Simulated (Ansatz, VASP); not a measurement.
**Ge: VASP beside Ansatz**

File INCAR:

```
PREC     = Accurate       # precision mode
ENCUT    = 520            # plane-wave cutoff, eV
EDIFF    = 1E-6           # SCF threshold, eV
ISMEAR   = 0              # smearing method
SIGMA    = 0.022          # smearing width, eV
LREAL    = F              # projectors in reciprocal space
LASPH    = T              # aspherical terms in the spheres
NELM     = 80             # most SCF steps
ALGO     = Normal         # electronic algorithm
ISIF     = 2              # what is computed and relaxed
LWAVE    = F              # write WAVECAR
LCHARG   = F              # write CHGCAR
GGA      = PE             # functional
NBANDS   = 21             # bands
```

File KPOINTS:

```
Automatic mesh
0
Gamma
  11 11 11
```

POSCAR

```
Ge
1.0
   -2.5744897190      2.5744897190      1.3974126432
    2.5744897190     -2.5744897190      1.3974126432
    2.5744897190      2.5744897190     -1.3974126432
Ge
2
Direct
    0.5000000000      0.5000000000      0.0000000000
    0.2500000000      0.7500000000      0.5000000000
```

Contents of input.yaml:

```yaml
crystal:
  lattice:
    - [-2.574489719, 2.574489719, 1.3974126432]
    - [2.574489719, -2.574489719, 1.3974126432]
    - [2.574489719, 2.574489719, -1.3974126432]
  atoms:
    - { symbol: Ge, position: [0.5, 0.5, 0.0] }
    - { symbol: Ge, position: [0.25, 0.75, 0.5] }
kpoints:
  mp_grid: { grid: [11, 11, 11] }
scf:
  occupations: { method: gaussian, width: 0.022 }
hamiltonian:
  xc: pbe
  pseudopotentials: { kind: all_electron, lapw: { basis_error: 0.001 } }
output:
  forces: true
  stress: true
  eigenvalues: true
```

Alike in both runs: task single point; functional PBE; k mesh 11 × 11 × 11; occupations gaussian, width 0.022 eV; no spin polarisation.

|  | VASP | Ansatz |
| --- | --- | --- |
| version | VASP 6.6.1 | Ansatz 0.2.0 |
| potentials or method | VASP PAW PBE potentials, release 64 (Ge_d), cutoff 520 eV | all-electron LAPW, scalar-relativistic |

VASP gave:

```
gap on the k mesh at the Fermi level (eV)                     : none
pressure (GPa)                                                : 3.1
traceless stress, the component that is largest in VASP (GPa) : 0.31
```

Q: What did Ansatz give for the same quantities?

A: gap on the k mesh at the Fermi level (eV): none; pressure (GPa): 3.3; traceless stress, the component that is largest in VASP (GPa): 0.30.

A gap of «none» marks a metal or a gap that the smearing closes. Ansatz ran all-electron here, and VASP with PAW potentials.
